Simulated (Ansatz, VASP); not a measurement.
**One calculation of TePb, two programs**

```xyz
4
Lattice="4.4996 0.0000 0.0000 -2.2498 3.8968 0.0000 0.0000 0.0000 8.1582" Properties=species:S:1:pos:R:3 pbc="T T T"
Pb    0.0000    0.0000    0.0000
Pb    0.0000    2.5979    4.0791
Te    2.2498    1.2989    2.0395
Te    2.2498    1.2989    6.1186
```

Alike in both runs: functional PBE; k mesh 6 × 6 × 6; occupations gaussian, width 0.02 eV; no spin polarisation.

Ansatz relaxed the structure, and its values are those at the end. VASP's run is a single point on that final structure, the one shown.

|  | VASP | Ansatz |
| --- | --- | --- |
| version | VASP 6.6.1 | Ansatz 0.2.0 |
| potentials or method | VASP PAW PBE potentials, release 64 (Pb_d, Te), cutoff 520 eV | scalar-relativistic, plane waves, PAW |
| valence electrons in the cell | 40 | 60 |

```csv
,VASP,Ansatz,Ansatz less VASP
gap on the k mesh at the Fermi level (eV),0.26,0.27,+0.004
least direct gap on the mesh (eV),0.39,0.39,+0.004
pressure (GPa),0.0,0.0,+0.04
```

VASP's potentials hold 40 valence electrons a cell and Ansatz's 60, so a difference there can come from the potentials and not from the codes.

Neither program's run includes spin-orbit coupling.
